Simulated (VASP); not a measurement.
A run of VASP 6.6.1 is set up as follows.

INCAR

```
PREC = Accurate
ENCUT = 600
EDIFF = 1E-7
ISMEAR = 0
SIGMA = 0.1
LREAL = False
LASPH = True
NELM = 100
ALGO = Normal
ISIF = 3
LWAVE = False
LCHARG = False
GGA = PE
IBRION = 2
NSW = 100
EDIFFG = -0.005
```

KPOINTS

```
regular mesh
0
Gamma
  16 16 16
```

POSCAR

```
Hf
1.0
    0.0000000000      2.2200000000      2.2200000000
    2.2200000000      0.0000000000      2.2200000000
    2.2200000000      2.2200000000      0.0000000000
Hf
1
Direct
    0.0000000000      0.0000000000      0.0000000000
```

Potentials or basis: VASP PAW PBE potentials, release 64 (Hf_pv).

The run is started by

```console
$ cat potpaw_PBE.64/Hf_pv/POTCAR > POTCAR
$ mpirun -np 1 vasp_std > vasp.out
```

(1) What does it give for the relaxed cell?

(2) What does it give for the space group after relaxing (to 0.1 Å)?

(3) Predict the relaxed volume.

Answers

(1) a = 3.167 Å, b = 3.167 Å, c = 3.167 Å, α = 60.00°, β = 60.00°, γ = 60.00°.

(2) Fm-3m (No. 225).

(3) 22.46 Å³/atom.
